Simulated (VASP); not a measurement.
## TiSi2: single point with r2SCAN

The system is TiSi2.

```xyz
6
Lattice="0.0000 4.2433 4.1779 2.4396 0.0000 4.1779 2.4396 4.2433 0.0000" Properties=species:S:1:pos:R:3 pbc="T T T"
Ti    0.0000    0.0000    0.0000
Ti    1.2198    2.1217    2.0890
Si    2.4396    4.2433    5.5808
Si    2.4396    4.2433    2.7750
Si    3.6594    6.3650    4.8640
Si    3.6594    6.3650    7.6698
```

| Item | Value |
| --- | --- |
| Program | VASP 6.6.1 |
| Task | single point |
| Functional | r2SCAN |
| Potentials or basis | VASP PAW PBE potentials, release 64 (Ti_sv, Si) |
| Cutoff | 550 eV |
| k mesh | 6 × 6 × 6 |
| Occupations | gaussian, width 0.1 eV |
| Spin | no spin polarisation |
| Dipole correction | no |
| Further INCAR settings | ALGO = Normal; EDIFF = 1e-06; NBANDS = 29 |

```yaml
Pressure: -3.6 GPa
Largest_force: 0.196 eV/Å
Band_gap_on_the_k_mesh: zero (bands 20 and 21 overlap by 1.81 eV)
```

Forces in eV/Å, atoms in the order of the input:
```
Ti   0.000  0.000  0.000
Ti   0.000  0.000  0.000
Si   0.000  0.000 -0.196
Si   0.000  0.000  0.196
Si   0.000  0.000  0.196
Si   0.000  0.000 -0.196
```

Stress tensor (GPa, compression positive):
```
-5.58  0.00  0.00
 0.00 -1.21  0.00
 0.00  0.00 -4.00
```

Levels at points of the mesh, in eV from the Fermi level:
```csv
k point,band 16,band 17,band 18,band 19,band 20,band 21,band 22,band 23,band 24,band 25
"(0.00, 0.00, 0.00)",-2.82,-2.36,-2.32,-2.10,-1.86,-0.98,2.08,3.09,3.33,3.40
"(0.50, 0.00, 0.00)",-2.72,-2.07,-1.27,-0.13,0.13,0.96,1.38,1.82,2.17,2.59
"(0.50, 0.50, 0.00)",-2.63,-2.56,-2.56,-0.97,-0.97,1.24,1.24,3.38,3.38,3.42
"(0.50, 0.00, 0.50)",-3.16,-1.95,-1.95,-1.19,-1.19,1.02,1.02,3.22,3.22,3.39
"(0.00, 0.50, 0.50)",-1.44,-1.43,-1.43,-0.79,-0.79,1.04,1.04,2.37,2.37,3.11
```

It took 12 min on 1 thread of Intel Xeon 8259CL, with other jobs on the host, peak memory 0.36 GiB.

Caveat: the cell stands under tension; the PAW data sets were made with another functional, which shifts forces and pressure a little.
